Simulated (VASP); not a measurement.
# Ni2N: single point with PBE

Ni2N:

```
CELL_PARAMETERS angstrom
4.55966 0.00000 0.00000
0.00000 4.55966 0.00000
0.00000 0.00000 2.83737
ATOMIC_POSITIONS crystal
Ni 0.29458 0.29458 0.00000
Ni 0.20542 0.79458 0.50000
Ni 0.70542 0.70542 0.00000
Ni 0.79458 0.20542 0.50000
N 0.00000 0.00000 0.00000
N 0.50000 0.50000 0.50000
```

- Program: VASP 6.6.1
- Task: single point
- Functional: PBE
- Potentials or basis: VASP PAW PBE potentials, release 64 (Ni, N)
- Cutoff: 520 eV
- k mesh: 8 × 8 × 14
- Occupations: gaussian, width 0.1 eV
- Spin: no spin polarisation
- Dipole correction: no
- Further INCAR settings: ALGO = Normal; EDIFF = 1e-06; NBANDS = 34

| Property | Result |
| --- | --- |
| Pressure | 0.4 GPa |
| Largest force | 0.003 eV/Å |
| Band gap on the k mesh | zero (band 25 reaches 9.82 eV, above the bottom of band 26 at 8.87 eV) |

Forces in eV/Å, atoms in the order of the input:
```
Ni   0.002  0.002  0.000
Ni  -0.002  0.002  0.000
Ni  -0.002 -0.002  0.000
Ni   0.002 -0.002  0.000
N    0.000  0.000  0.000
N    0.000  0.000  0.000
```

Stress tensor (GPa, compression positive):
```
0.38 0.00 0.00
0.00 0.38 0.00
0.00 0.00 0.54
```

Levels at points of the mesh, in eV from the Fermi level:
| k point | band 23 | band 24 | band 25 | band 26 | band 27 | band 28 |
| --- | --- | --- | --- | --- | --- | --- |
| (0.00, 0.00, 0.00) | -0.53 | -0.53 | -0.33 | -0.04 | -0.04 | -0.03 |
| (0.50, 0.00, 0.00) | -1.24 | -1.24 | -0.10 | -0.10 | 1.06 | 1.06 |
| (0.50, 0.50, 0.00) | -1.54 | -1.54 | 0.69 | 0.69 | 1.24 | 1.24 |
| (0.00, 0.00, 0.50) | -0.71 | -0.71 | 0.02 | 0.02 | 0.11 | 0.11 |
| (0.50, 0.00, 0.50) | -0.90 | -0.90 | -0.13 | -0.13 | 0.57 | 0.57 |
| (0.50, 0.50, 0.50) | -0.99 | -0.99 | -0.08 | -0.08 | 0.40 | 0.40 |

Run time: 2.6 min on 1 thread of Intel(R) Xeon(R) Platinum 8488C (Sapphire Rapids) (shared host), peak memory 0.3 GiB.

Caveat: the run has no spin polarisation, though such a crystal can be magnetic. With open d or f shells a metallic result of PBE can be an artefact of self-interaction; +U or a hybrid may open a gap.
